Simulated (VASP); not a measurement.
# LiCl (Fm-3m) in VASP: a series of runs

The runs below take LiCl through single point, with LDA.

Everything below comes from runs of VASP 6.6.1. Logs are shortened: lines on timing, memory, paths and dates and some standing lists are left out, and cuts for length are marked.

**1. The cell of the first run**

The structure is cubic, space group Fm-3m (No. 225). Conventional cell: a = 4.953 Å, b = 4.953 Å, c = 4.953 Å, α = 90.00°, β = 90.00°, γ = 90.00°. Within 3.3 Å of Li (site symmetry m-3m) lie 6 Cl at 2.48 Å. Within 3.3 Å of Cl (site symmetry m-3m) lie 6 Li at 2.48 Å.

**2. Single point, LDA**

INCAR reads:

```
SYSTEM = LiCl
  PREC = Accurate
  ENCUT = 750
  EDIFF = 1E-6
  ISMEAR = 0
  SIGMA = 0.01
  LREAL = .FALSE.
  LASPH = .TRUE.
  NELM = 120
  ALGO = Normal
  ISIF = 2
  LWAVE = .FALSE.
  LCHARG = .FALSE.
  NBANDS = 12
  GGA_COMPAT = .FALSE.
```

KPOINTS reads:

```
regular mesh
0
G
  6 6 6
  0 0 0
```

POSCAR reads:

```
LiCl
1.0
    0.0000000000      2.4762582090      2.4762582090
    2.4762582090      0.0000000000      2.4762582090
    2.4762582090      2.4762582090      0.0000000000
Li Cl
1 1
Direct
    0.0000000000      0.0000000000      0.0000000000
    0.5000000000      0.5000000000      0.5000000000
```

Potentials or basis: VASP PAW LDA potentials, release 64 (Li_sv, Cl).

On the command line:

```console
$ cat potpaw_LDA.64/Li_sv/POTCAR potpaw_LDA.64/Cl/POTCAR > POTCAR
$ mpirun -np 1 vasp_std > vasp.out
```

OUTCAR:

```text
SYSTEM = LiCl
   PREC = Accurate
   ENCUT = 750
   EDIFF = 1E-6
   ISMEAR = 0
   LREAL = .FALSE.
   LASPH = .TRUE.
   NELM = 120
   ISIF = 2

 ion  position               nearest neighbor table
   1  0.000  0.000  0.000-   2 2.48   2 2.48   2 2.48   2 2.48   2 2.48   2 2.48
   2  0.500  0.500  0.500-   1 2.48   1 2.48   1 2.48   1 2.48   1 2.48   1 2.48

  LATTYP: Found a face centered cubic cell.
 ALAT       =     4.9525164180

  Lattice vectors:

 A1 = (   0.0000000000,   2.4762582090,   2.4762582090)
 A2 = (   2.4762582090,   0.0000000000,   2.4762582090)
 A3 = (   2.4762582090,   2.4762582090,   0.0000000000)

Analysis of symmetry for initial positions (statically):
=====================================================================
 Subroutine PRICEL returns:
 Original cell was already a primitive cell.

 Routine SETGRP: Setting up the symmetry group for a
 face centered cubic supercell.

 Subroutine GETGRP returns: Found 48 space group operations
 (whereof 48 operations were pure point group operations)
 out of a pool of 48 trial point group operations.

The static configuration has the point symmetry O_h .

Analysis of symmetry for dynamics (positions and initial velocities):
=====================================================================
 Subroutine PRICEL returns:
 Original cell was already a primitive cell.

 Routine SETGRP: Setting up the symmetry group for a
 face centered cubic supercell.

 Subroutine GETGRP returns: Found 48 space group operations
 (whereof 48 operations were pure point group operations)
 out of a pool of 48 trial point group operations.

The dynamic configuration has the point symmetry O_h .

 Subroutine INISYM returns: Found 48 space group operations
 (whereof 48 operations are pure point group operations),
 and found     1 'primitive' translations

----------------------------------------------------------------------------------------

                                     Primitive cell

  volume of cell :      30.3681

  direct lattice vectors                    reciprocal lattice vectors
     0.000000000  2.476258209  2.476258209    -0.201917554  0.201917554  0.201917554
     2.476258209  0.000000000  2.476258209     0.201917554 -0.201917554  0.201917554
     2.476258209  2.476258209  0.000000000     0.201917554  0.201917554 -0.201917554

  length of vectors
     3.501957943  3.501957943  3.501957943     0.349731462  0.349731462  0.349731462

  position of ions in fractional coordinates (direct lattice)
     0.000000000  0.000000000  0.000000000
     0.500000000  0.500000000  0.500000000

  ion indices of the primitive-cell ions
   primitive index   ion index
                 1           1
                 2           2

[... 75 lines left out ...]
   EMIN   =  10.00;   EMAX   =-10.00  energy-range for DOS
   EFERMI =   0.00;   METHOD = LEGACY
   ISMEAR =     0;   SIGMA  =   0.01  broadening in eV -4-tet -1-fermi 0-gaus
   EFERMI_NEDOS =   21; number of points for ismear=-14 and -15
   IALGO  =     38    algorithm
   IMIX   =      4    mixing-type and parameters
     AMIX     =   0.40;   BMIX     =  1.00
     AMIX_MAG =   1.60;   BMIX_MAG =  1.00
  volume/ion in A,a.u.               =      15.18       102.47
  Fermi-wavevector in a.u.,A,eV,Ry     =   1.130496  2.136327 17.388524  1.278020
  Thomas-Fermi vector in A             =   2.267192
   LORBIT       =      0    0 simple, 1 ext, 2 COOP (PROOUT), +10 PAW based schemes
   GGA     = CA    functional components
   LHFCALC =     F    Hartree Fock is set to
   AEXX    =    0.0000 exact exchange contribution
   IVDW    =     0    specifies the selected vdW correction
   LEPSILON=     F    determine dielectric tensor
   LRPA    =     F    only Hartree local field effects (RPA)
 non-spin polarized calculation
 Gauss-broadening in eV      SIGMA  =   0.01
  energy-cutoff  :      750.00
  volume of cell :       30.37
 maximum number of plane-waves:      1430
   NGX = 15   NGY = 15   NGZ = 15

 number of electron      10.0000000 magnetization

 Free energy of the ion-electron system (eV)
  ---------------------------------------------------
  ext. energy  EPLUGINS =         0.00000000
  ---------------------------------------------------
  free energy    TOTEN  =        -8.09395997 eV

  energy without entropy =       -8.09395997  energy(sigma->0) =       -8.09395997

 E-fermi :   1.4563     XC(G=0):  -9.6186

 val. band max:        1.3103300333   @ k =   0.0000   0.0000   0.0000
 cond. band min:       7.8310427578   @ k =   0.5000   0.0000   0.0000
 fundamental gap:      6.5207127245
 Fermi energy:         1.4563389645

 k-point     1 :       0.0000    0.0000    0.0000
  band No.  band energies     occupation
      1     -41.0138      2.00000
      2     -12.4231      2.00000
      3       1.3103      2.00000
      4       1.3103      2.00000
      5       1.3103      2.00000
      6       7.9664      0.00000
      7      13.1282      0.00000
      8      13.1282      0.00000
      9      13.1282      0.00000
     10      16.0287      0.00000
     11      16.1006      0.00000
     12      16.1250      0.00000
[... 211 lines left out ...]
 k-point    16 :      -0.3333    0.5000    0.1667
  band No.  band energies     occupation
      1     -41.0065      2.00000
      2     -11.3476      2.00000
      3      -1.7811      2.00000
      4      -0.7338      2.00000
      5       0.0110      2.00000
      6      10.0730      0.00000
      7      10.5321      0.00000
      8      12.7867      0.00000
      9      13.0713      0.00000
     10      16.6573      0.00000
     11      18.9983      0.00000
     12      20.5430      0.00000

------------------------ aborting loop because EDIFF is reached ----------------------------------------

  FORCE on cell =-STRESS in cart. coord.  units (eV):
  Direction    XX          YY          ZZ          XY          YZ          ZX
  --------------------------------------------------------------------------------------
  -------------------------------------------------------------------------------------
  Total        0.0441667      0.0441667      0.0441667      0.0000000     -0.0000000      0.0000000
  in kB        2.3301708      2.3301708      2.3301708      0.0000000     -0.0000000      0.0000000
  external PRESSURE =       2.3301708 kB  Pullay stress =       0.0000000 kB

 VOLUME and BASIS-vectors are now :
 -----------------------------------------------------------------------------
  energy-cutoff  :      750.00
  volume of cell :       30.37
      direct lattice vectors                 reciprocal lattice vectors
     0.000000000  2.476258209  2.476258209    -0.201917554  0.201917554  0.201917554
     2.476258209  0.000000000  2.476258209     0.201917554 -0.201917554  0.201917554
     2.476258209  2.476258209  0.000000000     0.201917554  0.201917554 -0.201917554

 POSITION                                       TOTAL-FORCE (eV/Angst)
 -----------------------------------------------------------------------------------
      0.00000      0.00000      0.00000        -0.000000      0.000000      0.000000
      2.47626      2.47626      2.47626         0.000000     -0.000000     -0.000000
 -----------------------------------------------------------------------------------
    total drift:                               -0.000000     -0.000000      0.000000

  FREE ENERGIE OF THE ION-ELECTRON SYSTEM (eV)
  ---------------------------------------------------
  free  energy   TOTEN  =        -8.0939599680 eV

  energy  without entropy=       -8.0939599680  energy(sigma->0) =       -8.09395997
```

Run time: 3.4 s. Hardware: 1 thread of Intel Xeon 6975P-C (Granite Rapids), shared host; peak memory 0.14 GiB.

Results:

```
Free energy            : -8.0940 eV
Pressure               : 0.2 GPa
Band gap on the k mesh : 6.52 eV, indirect (least direct gap 6.66 eV)
```

A k mesh can miss the band edges.

**3. Single point, LDA**

This run uses another cell than the first one, of 15.61 Å³/atom, 1.028 times its volume.

INCAR reads:

```
SYSTEM = LiCl
PREC = Accurate ; ENCUT = 750
EDIFF = 1E-6 ; ISMEAR = 0
SIGMA = 0.01 ; LREAL = .FALSE.
LASPH = .TRUE. ; NELM = 120
ALGO = Normal ; ISIF = 2
LWAVE = .FALSE. ; LCHARG = .FALSE.
GGA = CA ; NBANDS = 12
GGA_COMPAT = .FALSE.
```

KPOINTS reads:

```
Automatic mesh
0
G
  6 6 6
  0 0 0
```

POSCAR reads:

```
LiCl
1.0
    0.0000000000      2.4989774432      2.4989774432
    2.4989774432      0.0000000000      2.4989774432
    2.4989774432      2.4989774432      0.0000000000
Li Cl
1 1
Direct
    0.0000000000      0.0000000000      0.0000000000
    0.5000000000      0.5000000000      0.5000000000
```

Potentials or basis: VASP PAW LDA potentials, release 64 (Li_sv, Cl).

On the command line:

```console
$ cat potpaw_LDA.64/Li_sv/POTCAR potpaw_LDA.64/Cl/POTCAR > POTCAR
$ mpirun -np 1 vasp_std > vasp.out
```

Wall time 3.2 s (1 thread of Intel Xeon 6975P-C (Granite Rapids), shared host); peak memory 0.14 GiB.

It converged, with:

```yaml
Free_energy: -8.0926 eV
Pressure: -0.9 GPa
Band_gap_on_the_k_mesh: 6.47 eV, direct
```

Levels at points of the mesh, in eV from the valence-band top:
| k point | band 3 | band 4 | band 5 | band 6 | band 7 | band 8 |
| --- | --- | --- | --- | --- | --- | --- |
| (0.00, 0.00, 0.00) | 0.00 | 0.00 | 0.00 | 6.47 | 11.80 | 11.80 |
| (0.50, 0.00, 0.00) | -3.23 | -0.29 | -0.29 | 6.49 | 9.23 | 9.23 |
| (0.50, 0.50, 0.00) | -3.38 | -1.30 | -1.30 | 7.80 | 7.88 | 12.78 |

A k mesh can miss the band edges. LDA gaps usually lie below the measured ones, often by a third to a half.

(Continued in part 2 of 2.)
